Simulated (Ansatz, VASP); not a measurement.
Two plane-wave programs on BP

File POSCAR:

```
BP
1.0
    0.0000000000      2.3087075000      2.2690000000
    2.2690000000      0.0000000000      2.2690000000
    2.2690000000      2.3087075000      0.0000000000
B P
1 1
Direct
    0.0000000000      0.0000000000      0.0000000000
    0.7500000000      0.7500000000      0.7500000000
```

Contents of INCAR.step1:

```
ALGO     = Normal         # electronic algorithm
EDIFF    = 1E-4           # SCF threshold, eV
ENCUT    = 520            # plane-wave cutoff, eV
GGA      = PE             # functional
ISMEAR   = 0              # smearing method
LASPH    = True           # aspherical terms in the spheres
LCHARG   = False          # write CHGCAR
LREAL    = False          # projectors in reciprocal space
LWAVE    = True           # write WAVECAR
NBANDS   = 11             # bands
NELM     = 80             # most SCF steps
PREC     = Accurate       # precision mode
SIGMA    = 0.05           # smearing width, eV
```

INCAR.step2

```
ALGO     = Normal         # electronic algorithm
EDIFF    = 1E-6           # SCF threshold, eV
ENCUT    = 520            # plane-wave cutoff, eV
ISIF     = 2              # what is computed and relaxed
ISMEAR   = 0              # smearing method
ISTART   = 1            
LASPH    = True           # aspherical terms in the spheres
LCHARG   = False          # write CHGCAR
LMIXTAU  = True         
LREAL    = False          # projectors in reciprocal space
LWAVE    = False          # write WAVECAR
METAGGA  = R2SCAN         # meta-GGA
NBANDS   = 11             # bands
NELM     = 80             # most SCF steps
PREC     = Accurate       # precision mode
SIGMA    = 0.05           # smearing width, eV
```

File KPOINTS:

```
k-points
0
Gamma
  10 10 10
```

Input for Ansatz:

```yaml
crystal:
  lattice:
    - [0.0, 2.3087075, 2.269]
    - [2.269, 0.0, 2.269]
    - [2.269, 2.3087075, 0.0]
  atoms:
    - { symbol: B, position: [0.0, 0.0, 0.0] }
    - { symbol: P, position: [0.75, 0.75, 0.75] }
basis:
  ecutwfc: 500
kpoints:
  mp_grid: { grid: [10, 10, 10] }
hamiltonian:
  xc: r2scan
scf:
  occupations: { method: gaussian, width: 0.05 }
output:
  forces: true
  stress: true
  eigenvalues: true
  write_density: true
  write_potential: true
  elf: true
  volumetric_format: npy
```

Change from the starting cell: strain +0.0175 x Voigt [0, 1, 0, 0, 0, 0], atoms carried along.

Alike in both runs: task single point; functional r2SCAN; k mesh 10 × 10 × 10; occupations gaussian, width 0.05 eV; no spin polarisation.

|  | VASP | Ansatz |
| --- | --- | --- |
| version | VASP 6.6.1 | Ansatz 0.2.0 |
| potentials or method | VASP PAW PBE potentials, release 64 (B, P), cutoff 520 eV | scalar-relativistic, plane waves, PAW |
| valence electrons in the cell | 8 | 8 |

|  | VASP | Ansatz | Ansatz less VASP |
| --- | --- | --- | --- |
| gap on the k mesh at the Fermi level (eV) | 1.33 | 1.30 | -0.030 |
| least direct gap on the mesh (eV) | 3.52 | 3.48 | -0.040 |
| pressure (GPa) | -3.5 | -3.0 | +0.49 |
| traceless stress, the component that is largest in VASP (GPa) | -3.37 | -3.35 | +0.015 |

VASP's potentials were made for PBE, not for r2SCAN.
